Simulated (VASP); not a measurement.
# MgS (m.bA) (F-43m) in VASP: a series of runs

Runs on MgS (m.bA). Level: PBEsol. Tasks: single point.

All numbers are computed with VASP 6.6.1; they aren't measurements. Logs are shortened: lines on timing, memory, paths and dates and some standing lists are left out, and cuts for length are marked.

## 1. The cell of the first run

Symmetry: F-43m, No. 216, cubic system. The conventional cell has a = 5.652 Å, b = 5.652 Å, c = 5.652 Å, α = 90.00°, β = 90.00°, γ = 90.00°. Mg (site symmetry -43m) has 4 S at 2.45 Å within 3.2 Å. Within 3.2 Å of S (site symmetry -43m) lie 4 Mg at 2.45 Å.

## 2. Single point, PBEsol

File INCAR:

```
SYSTEM = MgS
PREC = Accurate ; ENCUT = 600
EDIFF = 1E-6 ; ISMEAR = 0
SIGMA = 0.02 ; LREAL = .FALSE.
LASPH = .TRUE. ; NELM = 120
ALGO = Normal ; ISIF = 2
LWAVE = .FALSE. ; LCHARG = .FALSE.
GGA = PS ; NBANDS = 11
GGA_COMPAT = .FALSE.
```

File KPOINTS:

```
Automatic mesh
0
G
  8 8 8
  0 0 0
```

File POSCAR:

```
MgS
1.0
    0.0000000000      2.8257734673      2.8257734673
    2.8257734673      0.0000000000      2.8257734673
    2.8257734673      2.8257734673      0.0000000000
Mg S
1 1
Direct
    0.0000000000      0.0000000000      0.0000000000
    0.2500000000      0.2500000000      0.2500000000
```

Potentials or basis: VASP PAW PBE potentials, release 64 (Mg, S).

Run with:

```
cat potpaw_PBE.64/Mg/POTCAR potpaw_PBE.64/S/POTCAR > POTCAR
mpirun -np 1 vasp_std > vasp.out
```

OUTCAR:

```text
SYSTEM = MgS
   PREC = Accurate
   ENCUT = 600
   EDIFF = 1E-6
   ISMEAR = 0
   LREAL = .FALSE.
   LASPH = .TRUE.
   NELM = 120
   ISIF = 2
   GGA = PS

 ion  position               nearest neighbor table
   1  0.000  0.000  0.000-   2 2.45   2 2.45   2 2.45   2 2.45
   2  0.250  0.250  0.250-   1 2.45   1 2.45   1 2.45   1 2.45

  LATTYP: Found a face centered cubic cell.
 ALAT       =     5.6515469346

  Lattice vectors:

 A1 = (   0.0000000000,   2.8257734673,   2.8257734673)
 A2 = (   2.8257734673,   0.0000000000,   2.8257734673)
 A3 = (   2.8257734673,   2.8257734673,   0.0000000000)

Analysis of symmetry for initial positions (statically):
=====================================================================
 Subroutine PRICEL returns:
 Original cell was already a primitive cell.

 Routine SETGRP: Setting up the symmetry group for a
 face centered cubic supercell.

 Subroutine GETGRP returns: Found 24 space group operations
 (whereof 24 operations were pure point group operations)
 out of a pool of 48 trial point group operations.

The static configuration has the point symmetry T_d .

Analysis of symmetry for dynamics (positions and initial velocities):
=====================================================================
 Subroutine PRICEL returns:
 Original cell was already a primitive cell.

 Routine SETGRP: Setting up the symmetry group for a
 face centered cubic supercell.

 Subroutine GETGRP returns: Found 24 space group operations
 (whereof 24 operations were pure point group operations)
 out of a pool of 48 trial point group operations.

The dynamic configuration has the point symmetry T_d .

 Subroutine INISYM returns: Found 24 space group operations
 (whereof 24 operations are pure point group operations),
 and found     1 'primitive' translations

----------------------------------------------------------------------------------------

                                     Primitive cell

  volume of cell :      45.1276

  direct lattice vectors                    reciprocal lattice vectors
     0.000000000  2.825773467  2.825773467    -0.176942705  0.176942705  0.176942705
     2.825773467  0.000000000  2.825773467     0.176942705 -0.176942705  0.176942705
     2.825773467  2.825773467  0.000000000     0.176942705  0.176942705 -0.176942705

  length of vectors
     3.996247162  3.996247162  3.996247162     0.306473754  0.306473754  0.306473754

  position of ions in fractional coordinates (direct lattice)
     0.000000000  0.000000000  0.000000000
     0.250000000  0.250000000  0.250000000

[... 85 lines left out ...]
   TEBEG  =    0.0;   TEEND  =   0.0 temperature during run
   PSTRESS=    0.0 pullay stress
   NELECT =       8.0000    total number of electrons
   NUPDOWN=      -1.0000    fix difference up-down
   EMIN   =  10.00;   EMAX   =-10.00  energy-range for DOS
   EFERMI =   0.00;   METHOD = LEGACY
   ISMEAR =     0;   SIGMA  =   0.02  broadening in eV -4-tet -1-fermi 0-gaus
   EFERMI_NEDOS =   21; number of points for ismear=-14 and -15
   IALGO  =     38    algorithm
   IMIX   =      4    mixing-type and parameters
     AMIX     =   0.40;   BMIX     =  1.00
     AMIX_MAG =   1.60;   BMIX_MAG =  1.00
  volume/ion in A,a.u.               =      22.56       152.27
  Fermi-wavevector in a.u.,A,eV,Ry     =   0.919653  1.737893 11.507294  0.845762
  Thomas-Fermi vector in A             =   2.044871
   LORBIT       =      0    0 simple, 1 ext, 2 COOP (PROOUT), +10 PAW based schemes
   GGA     = PS    functional components
   LHFCALC =     F    Hartree Fock is set to
   AEXX    =    0.0000 exact exchange contribution
   IVDW    =     0    specifies the selected vdW correction
   LEPSILON=     F    determine dielectric tensor
   LRPA    =     F    only Hartree local field effects (RPA)
 non-spin polarized calculation
 Gauss-broadening in eV      SIGMA  =   0.02
  energy-cutoff  :      600.00
  volume of cell :       45.13
 maximum number of plane-waves:      1540
   NGX = 15   NGY = 15   NGZ = 15

 number of electron       8.0000000 magnetization

 Free energy of the ion-electron system (eV)
  ---------------------------------------------------
  ext. energy  EPLUGINS =         0.00000000
  ---------------------------------------------------
  free energy    TOTEN  =        -8.91806681 eV

  energy without entropy =       -8.91806681  energy(sigma->0) =       -8.91806681

 E-fermi :   1.1638     XC(G=0):  -8.5979

 val. band max:        1.0352197384   @ k =   0.0000   0.0000   0.0000
 cond. band min:       4.3580578651   @ k =   0.0000   0.0000   0.0000
 fundamental gap:      3.3228381266
 Fermi energy:         1.1637711533

 k-point     1 :       0.0000    0.0000    0.0000
  band No.  band energies     occupation
      1     -10.2521      2.00000
      2       1.0352      2.00000
      3       1.0352      2.00000
      4       1.0352      2.00000
      5       4.3581      0.00000
      6       8.9219      0.00000
      7       8.9219      0.00000
      8       8.9219      0.00000
      9      11.8304      0.00000
     10      11.8304      0.00000
     11      14.6267      0.00000
[... 309 lines left out ...]
 k-point    24 :      -0.3750    0.2500    0.1250
  band No.  band energies     occupation
      1      -9.4365      2.00000
      2      -1.8048      2.00000
      3      -0.2933      2.00000
      4       0.3726      2.00000
      5       6.9672      0.00000
      6       7.4307      0.00000
      7       9.7156      0.00000
      8       9.8099      0.00000
      9      12.3739      0.00000
     10      13.7906      0.00000
     11      15.2124      0.00000

 [... further k-points ...]

------------------------ aborting loop because EDIFF is reached ----------------------------------------

  FORCE on cell =-STRESS in cart. coord.  units (eV):
  Direction    XX          YY          ZZ          XY          YZ          ZX
  --------------------------------------------------------------------------------------
  -------------------------------------------------------------------------------------
  Total       -0.0181504     -0.0181504     -0.0181504      0.0000000      0.0000000      0.0000000
  in kB       -0.6443986     -0.6443986     -0.6443986      0.0000000      0.0000000      0.0000000
  external PRESSURE =      -0.6443986 kB  Pullay stress =       0.0000000 kB

 VOLUME and BASIS-vectors are now :
 -----------------------------------------------------------------------------
  energy-cutoff  :      600.00
  volume of cell :       45.13
      direct lattice vectors                 reciprocal lattice vectors
     0.000000000  2.825773467  2.825773467    -0.176942705  0.176942705  0.176942705
     2.825773467  0.000000000  2.825773467     0.176942705 -0.176942705  0.176942705
     2.825773467  2.825773467  0.000000000     0.176942705  0.176942705 -0.176942705

 POSITION                                       TOTAL-FORCE (eV/Angst)
 -----------------------------------------------------------------------------------
      0.00000      0.00000      0.00000        -0.000000     -0.000000     -0.000000
      1.41289      1.41289      1.41289         0.000000      0.000000      0.000000
 -----------------------------------------------------------------------------------
    total drift:                               -0.000000     -0.000000     -0.000000

  FREE ENERGIE OF THE ION-ELECTRON SYSTEM (eV)
  ---------------------------------------------------
  free  energy   TOTEN  =        -8.9180668115 eV

  energy  without entropy=       -8.9180668115  energy(sigma->0) =       -8.91806681
```

OSZICAR:

```text
N       E                     dE             d eps       ncg     rms          rms(c)
DAV:   1     0.261185846610E+02    0.26119E+02   -0.36638E+03   646   0.646E+02
DAV:   2    -0.717243164528E+01   -0.33291E+02   -0.31644E+02   748   0.102E+02
DAV:   3    -0.938304075529E+01   -0.22106E+01   -0.22065E+01   805   0.288E+01
DAV:   4    -0.940133600600E+01   -0.18295E-01   -0.18293E-01   753   0.315E+00
DAV:   5    -0.940155229021E+01   -0.21628E-03   -0.21628E-03   797   0.343E-01    0.374E+00
DAV:   6    -0.895620147544E+01    0.44535E+00   -0.10951E+00   692   0.384E+00    0.272E+00
DAV:   7    -0.891686233268E+01    0.39339E-01   -0.23130E-01   754   0.191E+00    0.205E+00
DAV:   8    -0.891868912083E+01   -0.18268E-02   -0.14895E-02   722   0.739E-01    0.105E+00
DAV:   9    -0.891797968139E+01    0.70944E-03   -0.18274E-03   737   0.213E-01    0.359E-01
DAV:  10    -0.891805491409E+01   -0.75233E-04   -0.23250E-04   740   0.741E-02    0.314E-02
DAV:  11    -0.891806742711E+01   -0.12513E-04   -0.12247E-05   746   0.184E-02    0.513E-02
DAV:  12    -0.891806681155E+01    0.61556E-06   -0.13738E-06   769   0.513E-03
   1 F= -.89180668E+01 E0= -.89180668E+01  d E =-.755055E-22
```

It took 14 s on 1 thread of Intel Xeon Platinum 8488C (Sapphire Rapids), shared host; peak memory 0.18 GiB.

What came out:

```
Free energy            : -8.9181 eV
Pressure               : -0.1 GPa
Band gap on the k mesh : 3.32 eV, direct
```

Levels at points of the mesh, in eV from the valence-band top:
| k point | band 1 | band 2 | band 3 | band 4 | band 5 | band 6 | band 7 | band 8 |
| --- | --- | --- | --- | --- | --- | --- | --- | --- |
| (0.00, 0.00, 0.00) | -11.29 | 0.00 | 0.00 | 0.00 | 3.32 | 7.89 | 7.89 | 7.89 |
| (0.50, 0.00, 0.00) | -10.59 | -3.20 | -0.33 | -0.33 | 5.01 | 7.55 | 7.55 | 8.45 |
| (0.50, 0.50, 0.00) | -10.36 | -2.87 | -1.06 | -1.06 | 3.71 | 5.55 | 11.08 | 12.20 |

Caveat: the PAW data sets were made with another functional, which shifts forces and pressure a little.

## 3. Single point, PBEsol

File INCAR:

```
ALGO = Normal
EDIFF = 1E-6
ENCUT = 600
GGA = PS
GGA_COMPAT = False
ISIF = 2
ISMEAR = 0
LASPH = True
LCHARG = True
LELF = True
LREAL = False
LVHAR = True
LWAVE = False
NBANDS = 11
NELM = 120
PREC = Accurate
SIGMA = 0.02
```

File KPOINTS:

```
k-points
0
Gamma
  8 8 8
```

POSCAR is that of step 2.

Potentials or basis: VASP PAW PBE potentials, release 64 (Mg, S).

Run with:

```
cat potpaw_PBE.64/Mg/POTCAR potpaw_PBE.64/S/POTCAR > POTCAR
mpirun -np 1 vasp_std > vasp.out
```

It took 13 s on 1 thread of Intel Xeon Platinum 8488C (Sapphire Rapids), shared host; peak memory 0.18 GiB.

The run converged. Its results:

| Property | Result |
| --- | --- |
| Free energy | -8.9181 eV |
| Pressure | -0.1 GPa |
| Band gap on the k mesh | 3.32 eV, direct |

Levels at points of the mesh, in eV from the valence-band top:
| k point | band 1 | band 2 | band 3 | band 4 | band 5 | band 6 | band 7 | band 8 |
| --- | --- | --- | --- | --- | --- | --- | --- | --- |
| (0.00, 0.00, 0.00) | -11.29 | 0.00 | 0.00 | 0.00 | 3.32 | 7.89 | 7.89 | 7.89 |
| (0.50, 0.00, 0.00) | -10.59 | -3.20 | -0.33 | -0.33 | 5.01 | 7.55 | 7.55 | 8.45 |
| (0.50, 0.50, 0.00) | -10.36 | -2.87 | -1.06 | -1.06 | 3.71 | 5.55 | 11.08 | 12.20 |

Caveat: the PAW data sets were made with another functional, which shifts forces and pressure a little.
